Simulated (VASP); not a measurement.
# Pt (Cmcm) in VASP: a series of runs, part 2 of 2

VASP 6.6.1. The steps go on from the part before.

### 5 Single point, PBE (normal strain along x +0.1000, normal strain along y +0.0000)

INCAR

```
  ALGO = Fast
  EDIFF = 1E-7
  ENCUT = 520
  GGA = PE
  ISIF = 2
  ISMEAR = 0
  LASPH = T
  LCHARG = T
  LELF = T
  LREAL = F
  LVHAR = T
  LWAVE = F
  NBANDS = 17
  NELM = 60
  PREC = Accurate
  SIGMA = 0.15
```

KPOINTS

```
k-points
0
Gamma
  18 18 10
```

POSCAR

```
Pt
1.0
    3.0343935762      0.0000000000      0.0000000000
   -1.5171967881      2.3889653837      0.0000000000
    0.0000000000      0.0000000000      4.7813829983
Pt
2
Direct
    0.6666666667      0.3333333333      0.7500000000
    0.3333333333      0.6666666667      0.2500000000
```

The run is started by

```console
cat potpaw_PBE.64/Pt/POTCAR > POTCAR
mpirun -np 1 vasp_std > vasp.out
```

It took 3.9 min on 1 thread of Intel Xeon Platinum 8259CL at 2.50GHz (Skylake/Cascade Lake), shared host; peak memory 0.37 GiB.

It converged, with:

| Item | Value |
| --- | --- |
| Free energy | -11.8516 eV |
| Pressure | -17.3 GPa |
| Largest force | 0.071 eV/Å |
| Band gap on the k mesh | zero (bands 10 and 11 overlap by 1.17 eV) |

Forces on the atoms (eV/Å):
```
Pt   0.000  0.071  0.000
Pt   0.000 -0.071  0.000
```

Stress tensor (GPa, compression positive):
```
-20.01   0.00   0.00
  0.00 -15.95   0.00
  0.00   0.00 -15.96
```

Levels at points of the mesh, in eV from the Fermi level:
| k point | band 7 | band 8 | band 9 | band 10 | band 11 | band 12 | band 13 | band 14 |
| --- | --- | --- | --- | --- | --- | --- | --- | --- |
| (0.00, 0.00, 0.00) | -1.89 | -1.85 | -1.73 | -0.30 | -0.11 | 0.03 | 4.69 | 14.83 |
| (0.50, 0.00, 0.00) | -2.38 | -0.14 | 0.09 | 0.17 | 1.94 | 3.08 | 6.83 | 8.44 |
| (0.00, 0.50, 0.00) | -1.91 | 0.00 | 0.28 | 0.50 | 2.39 | 3.81 | 7.79 | 9.31 |
| (0.00, 0.00, 0.50) | -2.32 | -2.32 | -0.84 | -0.84 | -0.55 | -0.55 | 12.30 | 12.30 |
| (0.50, 0.00, 0.50) | -0.73 | -0.73 | 0.06 | 0.06 | 1.61 | 1.61 | 5.35 | 5.35 |
| (0.00, 0.50, 0.50) | -0.54 | -0.54 | 0.41 | 0.41 | 2.21 | 2.21 | 6.47 | 6.47 |

Caveat: the cell differs from its parent crystal (normal strain along x +0.1000, normal strain along y +0.0000); the cell stands under tension; spin-orbit coupling is left out, which moves the levels of the heavy elements.

### 6 Single point, PBE (normal strain along x +0.0000, normal strain along y +0.1500)

INCAR

```
  PREC = Accurate
  ENCUT = 520
  EDIFF = 1E-6
  ISMEAR = 0
  SIGMA = 0.15
  LREAL = F
  LASPH = T
  NELM = 80
  ALGO = Fast
  ISIF = 2
  LWAVE = F
  LCHARG = T
  GGA = PE
  LELF = T
  LVHAR = T
  NBANDS = 17
```

KPOINTS

```
regular mesh
0
Gamma
  18 18 10
```

POSCAR

```
Pt
1.0
    2.7585396147      0.0000000000      0.0000000000
   -1.3792698074      2.7473101912      0.0000000000
    0.0000000000      0.0000000000      4.7813829983
Pt
2
Direct
    0.6666666667      0.3333333333      0.7500000000
    0.3333333333      0.6666666667      0.2500000000
```

Potentials or basis: VASP PAW PBE potentials, release 64 (Pt).

The run is started by

```console
cat potpaw_PBE.64/Pt/POTCAR > POTCAR
mpirun -np 1 vasp_std > vasp.out
```

OUTCAR:

```text
PREC = Accurate
   ENCUT = 520
   EDIFF = 1E-6
   ISMEAR = 0
   LREAL = F
   LASPH = T
   NELM = 80
   ISIF = 2
   GGA = PE

 ion  position               nearest neighbor table
   1  0.667  0.333  0.750-   2 2.91   2 2.91   2 2.91   2 2.91   2 3.01   2 3.01
   2  0.333  0.667  0.250-   1 2.91   1 2.91   1 2.91   1 2.91   1 3.01   1 3.01

  LATTYP: Found a base centered orthorhombic cell.
 ALAT       =     2.7585396147
 B/A-ratio  =     1.9918584287
 C/A-ratio  =     1.7333022781

  Lattice vectors:

 A1 = (   1.3792698074,  -2.7473101912,   0.0000000000)
 A2 = (   1.3792698073,   2.7473101912,   0.0000000000)
 A3 = (   0.0000000000,   0.0000000000,   4.7813829983)

Analysis of symmetry for initial positions (statically):
=====================================================================
 Subroutine PRICEL returns:
 Original cell was already a primitive cell.

 Routine SETGRP: Setting up the symmetry group for a
 base centered orthorhombic supercell.

 Subroutine GETGRP returns: Found  8 space group operations
 (whereof  4 operations were pure point group operations)
 out of a pool of  8 trial point group operations.

The static configuration has the point symmetry C_2h.
 The point group associated with its full space group is D_2h.

Analysis of symmetry for dynamics (positions and initial velocities):
=====================================================================
 Subroutine PRICEL returns:
 Original cell was already a primitive cell.

 Routine SETGRP: Setting up the symmetry group for a
 base centered orthorhombic supercell.

 Subroutine GETGRP returns: Found  8 space group operations
 (whereof  4 operations were pure point group operations)
 out of a pool of  8 trial point group operations.

The dynamic configuration has the point symmetry C_2h.
 The point group associated with its full space group is D_2h.

 Subroutine INISYM returns: Found  8 space group operations
 (whereof  4 operations are pure point group operations),
 and found     1 'primitive' translations

----------------------------------------------------------------------------------------

                                     Primitive cell

  volume of cell :      36.2360

  direct lattice vectors                    reciprocal lattice vectors
     2.758539615  0.000000000  0.000000000     0.362510654  0.181996195  0.000000000
    -1.379269807  2.747310191  0.000000000     0.000000000  0.363992389  0.000000000
     0.000000000  0.000000000  4.781382998     0.000000000  0.000000000  0.209144509

  length of vectors
     2.758539615  3.074101249  4.781382998     0.405631100  0.363992389  0.209144509

  position of ions in fractional coordinates (direct lattice)
     0.666666667  0.333333333  0.750000000
     0.333333333  0.666666667  0.250000000

  ion indices of the primitive-cell ions
   primitive index   ion index
                 1           1
                 2           2

----------------------------------------------------------------------------------------

 KPOINTS: regular mesh

Automatic generation of k-mesh.
 Grid dimensions read from file:
 generate k-points for:   18   18   10

 Generating k-lattice:

  Cartesian coordinates                     Fractional coordinates (reciprocal lattice)
     0.020139481  0.010110900  0.000000000     0.055555556 -0.000000000  0.000000000
     0.000000000  0.020221799  0.000000000     0.000000000  0.055555556  0.000000000
     0.000000000  0.000000000  0.020914451     0.000000000  0.000000000  0.100000000

  Length of vectors
     0.022535061  0.020221799  0.020914451

  Shift w.r.t. Gamma in fractional coordinates (k-lattice)
     0.000000000  0.000000000  0.000000000

 Subroutine IBZKPT returns following result:
 ===========================================

 Found    546 irreducible k-points:

 Following reciprocal coordinates:
            Coordinates               Weight
  0.000000  0.000000  0.000000      1.000000
  0.055556  0.000000  0.000000      4.000000
  0.111111  0.000000  0.000000      4.000000
  0.166667 -0.000000  0.000000      4.000000
  0.222222 -0.000000  0.000000      4.000000
  0.277778  0.000000  0.000000      4.000000
[... 16 lines left out ...]
 -0.333333  0.055556  0.000000      4.000000
 -0.277778  0.055556  0.000000      4.000000
 [... further k-points ...]
   k-points           NKPTS =    546   k-points in BZ     NKDIM =    546   number of bands    NBANDS=     17
   number of dos      NEDOS =    301   number of ions     NIONS =      2
   total plane-waves  NPLWV =  20736
   dimension x,y,z NGX =    24 NGY =   24 NGZ =   36
   dimension x,y,z NGXF=    48 NGYF=   48 NGZF=   72
   ions per type =               2
   NGX,Y,Z   is equivalent  to a cutoff of  14.46, 12.98, 12.52 a.u.
   NGXF,Y,Z  is equivalent  to a cutoff of  28.93, 25.96, 25.03 a.u.
 SYSTEM =  unknown system
   PREC   = accura    normal or accurate (medium, high low for compatibility)
   ISTART =      0    job   : 0-new  1-cont  2-samecut
   ICHARG =      2    charge: 1-file 2-atom 10-const
   ISPIN  =      1    spin polarized calculation?
   LNONCOLLINEAR =      F non collinear calculations
   LSORBIT =      F    spin-orbit coupling
   LASPH  =      T    aspherical Exc in radial PAW
   ENCUT  =  520.0 eV  38.22 Ry    6.18 a.u.   5.13  5.72  8.89*2*pi/ulx,y,z
   NELM   =     80;   NELMIN=  2; NELMDL= -5     # of ELM steps
   EDIFF  = 0.1E-05   stopping-criterion for ELM
   LREAL  =      F    real-space projection
   EDIFFG = 0.1E-04   stopping-criterion for IOM
   NSW    =      0    number of steps for IOM
   IBRION =     -1    ionic relax: 0-MD 1-quasi-New 2-CG
   NFREE  =      0    steps in history (QN), initial steepest desc. (CG)
   ISIF   =      2    stress and relaxation
   ISYM   =      2    0-nonsym 1-usesym 2-fastsym
   POTIM  = 0.5000    time-step for ionic-motion
   TEBEG  =    0.0;   TEEND  =   0.0 temperature during run
   PSTRESS=    0.0 pullay stress
   NELECT =      20.0000    total number of electrons
   NUPDOWN=      -1.0000    fix difference up-down
   EMIN   =  10.00;   EMAX   =-10.00  energy-range for DOS
   EFERMI =   0.00;   METHOD = LEGACY
   ISMEAR =     0;   SIGMA  =   0.15  broadening in eV -4-tet -1-fermi 0-gaus
   EFERMI_NEDOS =   21; number of points for ismear=-14 and -15
   IALGO  =     68    algorithm
   IMIX   =      4    mixing-type and parameters
     AMIX     =   0.40;   BMIX     =  1.00
     AMIX_MAG =   1.60;   BMIX_MAG =  1.00
  volume/ion in A,a.u.               =      18.12       122.27
  Fermi-wavevector in a.u.,A,eV,Ry     =   1.342882  2.537680 24.535840  1.803333
  Thomas-Fermi vector in A             =   2.471001
   LORBIT       =      0    0 simple, 1 ext, 2 COOP (PROOUT), +10 PAW based schemes
   GGA     = PE    functional components
   LHFCALC =     F    Hartree Fock is set to
   AEXX    =    0.0000 exact exchange contribution
   IVDW    =     0    specifies the selected vdW correction
   LEPSILON=     F    determine dielectric tensor
   LRPA    =     F    only Hartree local field effects (RPA)
 non-spin polarized calculation
 RMM-DIIS sequential band-by-band and
 Gauss-broadening in eV      SIGMA  =   0.15
  energy-cutoff  :      520.00
  volume of cell :       36.24
 maximum number of plane-waves:       989
 NGX is ok and might be reduce to    24
   NGX = 11   NGY = 11   NGZ = 17

 number of electron      20.0000002 magnetization

 Free energy of the ion-electron system (eV)
  ---------------------------------------------------
  ext. energy  EPLUGINS =         0.00000000
  ---------------------------------------------------
  free energy    TOTEN  =       -11.59349431 eV

  energy without entropy =      -11.53669099  energy(sigma->0) =      -11.56509265

 E-fermi :   8.0458     XC(G=0): -12.3945

 val. band max:        8.0454991964   @ k =  -0.3889   0.1111   0.0000
 cond. band min:       8.0460872122   @ k =   0.0000   0.0000   0.0000
 fundamental gap:      0.0005880158
 Fermi energy:         8.0457983208

 k-point     1 :       0.0000    0.0000    0.0000
  band No.  band energies     occupation
      1      -0.2501      2.00000
      2       2.4239      2.00000
      3       4.5584      2.00000
      4       4.7805      2.00000
      5       5.4729      2.00000
      6       6.0215      2.00000
[... 9 lines left out ...]
     16      24.8134      0.00000
     17      26.2444      0.00000
[... 441 lines left out ...]
 k-point    24 :      -0.2778    0.0556    0.0000
  band No.  band energies     occupation
      1       1.7125      2.00000
      2       3.7276      2.00000
      3       4.4768      2.00000
      4       4.8426      2.00000
      5       5.2878      2.00000
      6       5.5926      2.00000
[... 9 lines left out ...]
     16      24.0014      0.00000
     17      25.1744      0.00000

 [... further k-points ...]
[... 5 lines left out ...]
  --------------------------------------------------------------------------------------
  -------------------------------------------------------------------------------------
  Total       -3.5696918     -5.7572253     -4.8946627      0.0000000      0.0000000      0.0000000
  in kB     -157.8341023   -254.5560085   -216.4177580      0.0000000      0.0000000      0.0000000
  external PRESSURE =    -209.6026229 kB  Pullay stress =       0.0000000 kB

 VOLUME and BASIS-vectors are now :
 -----------------------------------------------------------------------------
  energy-cutoff  :      520.00
  volume of cell :       36.24
      direct lattice vectors                 reciprocal lattice vectors
     2.758539615  0.000000000  0.000000000     0.362510654  0.181996195  0.000000000
    -1.379269807  2.747310191  0.000000000     0.000000000  0.363992389  0.000000000
     0.000000000  0.000000000  4.781382998     0.000000000  0.000000000  0.209144509

 POSITION                                       TOTAL-FORCE (eV/Angst)
 -----------------------------------------------------------------------------------
      1.37927      0.91577      3.58604         0.000000     -0.019434      0.000000
     -0.00000      1.83154      1.19535        -0.000000      0.019434      0.000000
 -----------------------------------------------------------------------------------
    total drift:                               -0.000000      0.000000     -0.000000

  FREE ENERGIE OF THE ION-ELECTRON SYSTEM (eV)
  ---------------------------------------------------
  free  energy   TOTEN  =       -11.5934943117 eV

  energy  without entropy=      -11.5366909856  energy(sigma->0) =      -11.56509265
```

OSZICAR:

```text
N       E                     dE             d eps       ncg     rms          rms(c)
DAV:   1     0.989043483096E+02    0.98904E+02   -0.10229E+04 18573   0.111E+03
DAV:   2    -0.104530192602E+02   -0.10936E+03   -0.10344E+03 20252   0.235E+02
DAV:   3    -0.123033343646E+02   -0.18503E+01   -0.18151E+01 22495   0.301E+01
DAV:   4    -0.123135943630E+02   -0.10260E-01   -0.10257E-01 21605   0.235E+00
DAV:   5    -0.123137082805E+02   -0.11392E-03   -0.11392E-03 22746   0.264E-01    0.111E+01
RMM:   6    -0.116316814650E+02    0.68203E+00   -0.12084E+00 18594   0.801E+00    0.604E+00
RMM:   7    -0.115973507449E+02    0.34331E-01   -0.14409E-01 19276   0.279E+00    0.295E+00
RMM:   8    -0.115943318876E+02    0.30189E-02   -0.20724E-02 19310   0.103E+00    0.767E-01
RMM:   9    -0.115934720876E+02    0.85980E-03   -0.29780E-03 20225   0.392E-01    0.127E-01
RMM:  10    -0.115934915696E+02   -0.19482E-04   -0.25772E-04 20716   0.105E-01    0.418E-02
RMM:  11    -0.115934949362E+02   -0.33666E-05   -0.46939E-05 20531   0.464E-02    0.113E-02
RMM:  12    -0.115934943117E+02    0.62453E-06   -0.97756E-06 20551   0.217E-02
   1 F= -.11593494E+02 E0= -.11565093E+02  d E =-.568033E-01
```

stdout:

```text
POSCAR found type information on POSCAR Pt
 POSCAR found :  1 types and       2 ions
 scaLAPACK will be used
 LDA part: xc-table for (Slater+PW92), standard interpolation
 POSCAR, INCAR and KPOINTS ok, starting setup
 FFT: planning ... GRIDC
 FFT: planning ... GRID_SOFT
 FFT: planning ... GRID
 WAVECAR not read
 entering main loop
```

Wall time 4.3 min (1 thread of Intel Xeon Platinum 8259CL at 2.50GHz (Skylake/Cascade Lake), shared host); peak memory 0.38 GiB.

Results:

```
Free energy            : -11.5935 eV
Pressure               : -21.0 GPa
Largest force          : 0.019 eV/Å
Band gap on the k mesh : zero (bands 10 and 11 overlap by 1.15 eV)
```

Forces in eV/Å, atoms in the order of the input:
```
Pt   0.000 -0.019  0.000
Pt   0.000  0.019  0.000
```

Stress tensor (GPa, compression positive):
```
-15.78   0.00   0.00
  0.00 -25.46   0.00
  0.00   0.00 -21.64
```

Caveat: the cell differs from its parent crystal (normal strain along x +0.0000, normal strain along y +0.1500); the stress differs along the axes, from -25 to -16 GPa; spin-orbit coupling is left out, which moves the levels of the heavy elements.

### 7 Summary

```tsv
cell	further INCAR settings	gap on the mesh (eV)	pressure (GPa)	largest force (eV/Å)
a = 3.172, b = 2.769, c = 4.781 Å, angles 90.0, 90.0, 124.9°, 2 atoms	ALGO = Fast; EDIFF = 1e-06; NBANDS = 17	none	-14.2	0.13
a = 2.621, b = 3.044, c = 4.781 Å, angles 90.0, 90.0, 115.5°, 2 atoms	ALGO = Fast; EDIFF = 1e-07; NBANDS = 17	none	-11.5	0.02
a = 2.759, b = 2.968, c = 4.781 Å, angles 90.0, 90.0, 117.7°, 2 atoms	ALGO = Fast; EDIFF = 1e-06; NBANDS = 17	none	-16.9	0.03
a = 3.034, b = 2.830, c = 4.781 Å, angles 90.0, 90.0, 122.4°, 2 atoms	ALGO = Fast; EDIFF = 1e-07; NBANDS = 17	none	-17.3	0.07
a = 2.759, b = 3.074, c = 4.781 Å, angles 90.0, 90.0, 116.7°, 2 atoms	ALGO = Fast; EDIFF = 1e-06; NBANDS = 17	none	-21.0	0.02
```

Alike in all rows: task single point; level PBE; potentials or basis VASP PAW PBE potentials, release 64 (Pt); no spin polarisation; k mesh 18 × 18 × 10; cutoff (eV) 520; smearing gaussian 0.15 eV.

Caveats: spin-orbit coupling is left out, which moves the levels of the heavy elements; the stress differs along the axes, from -17 to -10 GPa (at least some runs); the stress differs along the axes, from -22 to 5 GPa (at least some runs); the stress differs along the axes, from -22 to -12 GPa (at least some runs); the cell stands under tension (at least some runs); the stress differs along the axes, from -25 to -16 GPa (at least some runs).

Absolute energies hang on the potentials; compare differences alone.
